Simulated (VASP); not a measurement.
# Mn (Pm-3m) in VASP: further runs

The runs below take Mn through single point, with LDA.

Everything below comes from runs of VASP 6.6.1. Logs are shortened: lines on timing, memory, paths and dates and some standing lists are left out, and cuts for length are marked.

**1. The cell of the first run**

The structure is cubic, space group Pm-3m (No. 221). The conventional cell has a = 2.136 Å, b = 2.136 Å, c = 2.136 Å, α = 90.00°, β = 90.00°, γ = 90.00°. Mn (site symmetry m-3m) has 6 Mn at 2.14 Å within 2.8 Å.

**2. Single point, LDA, collinear spin, ferromagnetic start (volume scaled by 0.88)**

INCAR

```
PREC = Accurate
ENCUT = 520
EDIFF = 1E-6
ISMEAR = -1
SIGMA = 0.05
LREAL = False
LASPH = True
NELM = 150
ALGO = Normal
ISIF = 2
LWAVE = False
LCHARG = True
ISPIN = 2
MAGMOM = 3
LORBIT = 11
LMAXMIX = 4
GGA = CA
LELF = True
LVHAR = True
NBANDS = 16
```

KPOINTS

```
Automatic mesh
0
Gamma
  16 16 16
```

POSCAR

```
Mn
1.0
    2.1356789605      0.0000000000      0.0000000000
    0.0000000000      2.1356789605      0.0000000000
    0.0000000000      0.0000000000      2.1356789605
Mn
1
Direct
    0.0000000000      0.0000000000      0.0000000000
```

Potentials or basis: VASP PAW LDA potentials, release 64 (Mn_pv).

Run with:

```console
$ cat potpaw_LDA.64/Mn_pv/POTCAR > POTCAR
$ mpirun -np 1 vasp_std > vasp.out
```

OUTCAR:

```text
PREC = Accurate
   ENCUT = 520
   EDIFF = 1E-6
   ISMEAR = -1
   LREAL = False
   LASPH = True
   NELM = 150
   ISIF = 2
   ISPIN = 2
   LORBIT = 11
   GGA = CA

 ion  position               nearest neighbor table
   1  0.000  0.000  0.000-

  LATTYP: Found a simple cubic cell.
 ALAT       =     2.1356789605

  Lattice vectors:

 A1 = (   2.1356789605,   0.0000000000,   0.0000000000)
 A2 = (   0.0000000000,   2.1356789605,   0.0000000000)
 A3 = (   0.0000000000,   0.0000000000,   2.1356789605)

Analysis of symmetry for initial positions (statically):
=====================================================================
 Subroutine PRICEL returns:
 Original cell was already a primitive cell.

 Routine SETGRP: Setting up the symmetry group for a
 simple cubic supercell.

 Subroutine GETGRP returns: Found 48 space group operations
 (whereof 48 operations were pure point group operations)
 out of a pool of 48 trial point group operations.

The static configuration has the point symmetry O_h .

Analysis of symmetry for dynamics (positions and initial velocities):
=====================================================================
 Subroutine PRICEL returns:
 Original cell was already a primitive cell.

 Routine SETGRP: Setting up the symmetry group for a
 simple cubic supercell.

 Subroutine GETGRP returns: Found 48 space group operations
 (whereof 48 operations were pure point group operations)
 out of a pool of 48 trial point group operations.

The dynamic configuration has the point symmetry O_h .

Analysis of structural, dynamic, and magnetic symmetry:
=====================================================================
 Subroutine PRICEL returns:
 Original cell was already a primitive cell.

 Routine SETGRP: Setting up the symmetry group for a
 simple cubic supercell.

 Subroutine GETGRP returns: Found 48 space group operations
 (whereof 48 operations were pure point group operations)
 out of a pool of 48 trial point group operations.

The overall configuration has the point symmetry O_h .

 Subroutine INISYM returns: Found 48 space group operations
 (whereof 48 operations are pure point group operations),
 and found     1 'primitive' translations

----------------------------------------------------------------------------------------

                                     Primitive cell

  volume of cell :       9.7411

  direct lattice vectors                    reciprocal lattice vectors
     2.135678960  0.000000000  0.000000000     0.468235169  0.000000000  0.000000000
     0.000000000  2.135678960  0.000000000     0.000000000  0.468235169  0.000000000
     0.000000000  0.000000000  2.135678960     0.000000000  0.000000000  0.468235169

  length of vectors
     2.135678960  2.135678960  2.135678960     0.468235169  0.468235169  0.468235169

  position of ions in fractional coordinates (direct lattice)
     0.000000000  0.000000000  0.000000000

  ion indices of the primitive-cell ions
   primitive index   ion index
                 1           1

----------------------------------------------------------------------------------------

 KPOINTS: Automatic mesh

Automatic generation of k-mesh.
 Grid dimensions read from file:
 generate k-points for:   16   16   16

 Generating k-lattice:

  Cartesian coordinates                     Fractional coordinates (reciprocal lattice)
     0.029264698  0.000000000  0.000000000     0.062500000  0.000000000  0.000000000
     0.000000000  0.029264698  0.000000000     0.000000000  0.062500000  0.000000000
     0.000000000  0.000000000  0.029264698     0.000000000  0.000000000  0.062500000

  Length of vectors
     0.029264698  0.029264698  0.029264698

  Shift w.r.t. Gamma in fractional coordinates (k-lattice)
     0.000000000  0.000000000  0.000000000

 Subroutine IBZKPT returns following result:
 ===========================================

 Found    165 irreducible k-points:

 Following reciprocal coordinates:
            Coordinates               Weight
  0.000000  0.000000  0.000000      1.000000
  0.062500  0.000000  0.000000      6.000000
  0.125000  0.000000  0.000000      6.000000
  0.187500  0.000000  0.000000      6.000000
  0.250000  0.000000  0.000000      6.000000
  0.312500  0.000000  0.000000      6.000000
[... 16 lines left out ...]
  0.437500  0.125000  0.000000     24.000000
  0.500000  0.125000  0.000000     12.000000
 [... further k-points ...]
   k-points           NKPTS =    165   k-points in BZ     NKDIM =    165   number of bands    NBANDS=     16
   number of dos      NEDOS =    301   number of ions     NIONS =      1
   total plane-waves  NPLWV =   4096
   dimension x,y,z NGX =    16 NGY =   16 NGZ =   16
   dimension x,y,z NGXF=    32 NGYF=   32 NGZF=   32
   ions per type =               1
   NGX,Y,Z   is equivalent  to a cutoff of  12.45, 12.45, 12.45 a.u.
   NGXF,Y,Z  is equivalent  to a cutoff of  24.91, 24.91, 24.91 a.u.
 SYSTEM =  unknown system
   PREC   = accura    normal or accurate (medium, high low for compatibility)
   ISTART =      0    job   : 0-new  1-cont  2-samecut
   ICHARG =      2    charge: 1-file 2-atom 10-const
   ISPIN  =      2    spin polarized calculation?
   LNONCOLLINEAR =      F non collinear calculations
   LSORBIT =      F    spin-orbit coupling
   LASPH  =      T    aspherical Exc in radial PAW
   ENCUT  =  520.0 eV  38.22 Ry    6.18 a.u.   3.97  3.97  3.97*2*pi/ulx,y,z
   NELM   =    150;   NELMIN=  2; NELMDL= -5     # of ELM steps
   EDIFF  = 0.1E-05   stopping-criterion for ELM
   LREAL  =      F    real-space projection
   EDIFFG = 0.1E-04   stopping-criterion for IOM
   NSW    =      0    number of steps for IOM
   IBRION =     -1    ionic relax: 0-MD 1-quasi-New 2-CG
   NFREE  =      0    steps in history (QN), initial steepest desc. (CG)
   ISIF   =      2    stress and relaxation
   ISYM   =      2    0-nonsym 1-usesym 2-fastsym
   POTIM  = 0.5000    time-step for ionic-motion
   TEBEG  =    0.0;   TEEND  =   0.0 temperature during run
   PSTRESS=    0.0 pullay stress
   NELECT =      13.0000    total number of electrons
   NUPDOWN=      -1.0000    fix difference up-down
   EMIN   =  10.00;   EMAX   =-10.00  energy-range for DOS
   EFERMI =   0.00;   METHOD = LEGACY
   ISMEAR =    -1;   SIGMA  =   0.05  broadening in eV -4-tet -1-fermi 0-gaus
   EFERMI_NEDOS =   21; number of points for ismear=-14 and -15
   IALGO  =     38    algorithm
   IMIX   =      4    mixing-type and parameters
     AMIX     =   0.40;   BMIX     =  1.00
     AMIX_MAG =   1.60;   BMIX_MAG =  1.00
  volume/ion in A,a.u.               =       9.74        65.74
  Fermi-wavevector in a.u.,A,eV,Ry     =   1.802409  3.406059 44.200943  3.248678
  Thomas-Fermi vector in A             =   2.862731
   LORBIT       =     11    0 simple, 1 ext, 2 COOP (PROOUT), +10 PAW based schemes
   GGA     = CA    functional components
   LHFCALC =     F    Hartree Fock is set to
   AEXX    =    0.0000 exact exchange contribution
   IVDW    =     0    specifies the selected vdW correction
   LEPSILON=     F    determine dielectric tensor
   LRPA    =     F    only Hartree local field effects (RPA)
 spin polarized calculation
  energy-cutoff  :      520.00
  volume of cell :        9.74
 maximum number of plane-waves:       280
 NGX is ok and might be reduce to    16
   NGX =  7   NGY =  7   NGZ =  7

 number of electron      13.0000036 magnetization      -0.0034483

 number of electron      13.0000036 magnetization       0.0005962

 Free energy of the ion-electron system (eV)
  ---------------------------------------------------
  ext. energy  EPLUGINS =         0.00000000
  ---------------------------------------------------
  free energy    TOTEN  =        -9.06446962 eV

  energy without entropy =       -9.05261879  energy(sigma->0) =       -9.05854421

 E-fermi :  12.2253     XC(G=0): -14.8404

 val. band max:       12.2205936554   @ k =   0.4375   0.4375   0.0625
 cond. band min:      12.2303067490   @ k =   0.5000   0.4375   0.0625
 fundamental gap:      0.0097130936
 Fermi energy:        12.2252703185

 spin component 1

 k-point     1 :       0.0000    0.0000    0.0000
  band No.  band energies     occupation
      1     -34.9639      1.00000
      2     -34.9639      1.00000
      3     -34.9639      1.00000
      4       3.3626      1.00000
      5       7.4465      1.00000
      6       7.4465      1.00000
[... 8 lines left out ...]
     15      41.8964      0.00000
     16      47.0270      0.00000

 k-point     2 :       0.0625    0.0000    0.0000
  band No.  band energies     occupation
      1     -35.0288      1.00000
      2     -34.9584      1.00000
      3     -34.9584      1.00000
      4       3.5143      1.00000
      5       7.4801      1.00000
      6       7.5678      1.00000
[... 8 lines left out ...]
     15      42.2941      0.00000
     16      47.6143      0.00000
[... 387 lines left out ...]
      5       8.8298      1.00000
      6       9.6608      1.00000
[... 8 lines left out ...]
     15      44.4859      0.00000
     16      48.5811      0.00000

 k-point    24 :       0.5000    0.1250    0.0000
  band No.  band energies     occupation
      1     -36.5423      1.00000
      2     -35.0471      1.00000
      3     -34.7966      1.00000
      4       8.4160      1.00000
      5       9.0921      1.00000
      6       9.3209      1.00000
[... 8 lines left out ...]
     15      46.2274      0.00000
     16      46.7525      0.00000

 [... further k-points ...]

 spin component 2

 k-point     1 :       0.0000    0.0000    0.0000
  band No.  band energies     occupation
      1     -34.9632      1.00000
      2     -34.9632      1.00000
      3     -34.9632      1.00000
      4       3.3627      1.00000
      5       7.4468      1.00000
      6       7.4468      1.00000
[... 8 lines left out ...]
     15      41.8974      0.00000
     16      47.0272      0.00000

 k-point     2 :       0.0625    0.0000    0.0000
  band No.  band energies     occupation
      1     -35.0281      1.00000
      2     -34.9576      1.00000
      3     -34.9576      1.00000
      4       3.5144      1.00000
      5       7.4805      1.00000
      6       7.5682      1.00000
[... 8 lines left out ...]
     15      42.2947      0.00000
     16      47.6144      0.00000
[... 387 lines left out ...]
      5       8.8302      1.00000
      6       9.6612      1.00000
[... 8 lines left out ...]
     15      44.4861      0.00000
     16      48.5812      0.00000

 k-point    24 :       0.5000    0.1250    0.0000
  band No.  band energies     occupation
      1     -36.5416      1.00000
      2     -35.0463      1.00000
      3     -34.7959      1.00000
      4       8.4164      1.00000
      5       9.0925      1.00000
      6       9.3212      1.00000
[... 8 lines left out ...]
     15      46.2275      0.00000
     16      46.7526      0.00000

 [... further k-points ...]

------------------------ aborting loop because EDIFF is reached ----------------------------------------

  FORCE on cell =-STRESS in cart. coord.  units (eV):
  Direction    XX          YY          ZZ          XY          YZ          ZX
  --------------------------------------------------------------------------------------
  -------------------------------------------------------------------------------------
  Total        2.7051285      2.7051285      2.7051285     -0.0000000      0.0000000     -0.0000000
  in kB      444.9288647    444.9288647    444.9288647     -0.0000000      0.0000000     -0.0000000
  external PRESSURE =     444.9288647 kB  Pullay stress =       0.0000000 kB

 VOLUME and BASIS-vectors are now :
 -----------------------------------------------------------------------------
  energy-cutoff  :      520.00
  volume of cell :        9.74
      direct lattice vectors                 reciprocal lattice vectors
     2.135678960  0.000000000  0.000000000     0.468235169  0.000000000  0.000000000
     0.000000000  2.135678960  0.000000000     0.000000000  0.468235169  0.000000000
     0.000000000  0.000000000  2.135678960     0.000000000  0.000000000  0.468235169

 POSITION                                       TOTAL-FORCE (eV/Angst)
 -----------------------------------------------------------------------------------
      0.00000      0.00000      0.00000         0.000000      0.000000      0.000000
 -----------------------------------------------------------------------------------
    total drift:                               -0.000000     -0.000000      0.000000

  FREE ENERGIE OF THE ION-ELECTRON SYSTEM (eV)
  ---------------------------------------------------
  free  energy   TOTEN  =        -9.0644696235 eV

  energy  without entropy=       -9.0526187891  energy(sigma->0) =       -9.05854421

 total charge

# of ion       s       p       d       tot
------------------------------------------
    1        0.488   6.417   5.534  12.439

 magnetization (x)

# of ion       s       p       d       tot
------------------------------------------
    1       -0.000  -0.000   0.000   0.000
```

Wall time 14 s (1 thread of Intel Xeon Platinum 8488C (Sapphire Rapids), shared host); peak memory 0.14 GiB.

What came out:

* Free energy: -9.0645 eV
* Pressure: 44.5 GPa
* Net moment: 0.00 μB per cell
* Valence electrons inside the program's atomic spheres: Mn 12.44

Caveat: the starting moments collapsed, and a magnetic state may lie lower.

(Continued in part 2 of 2.)
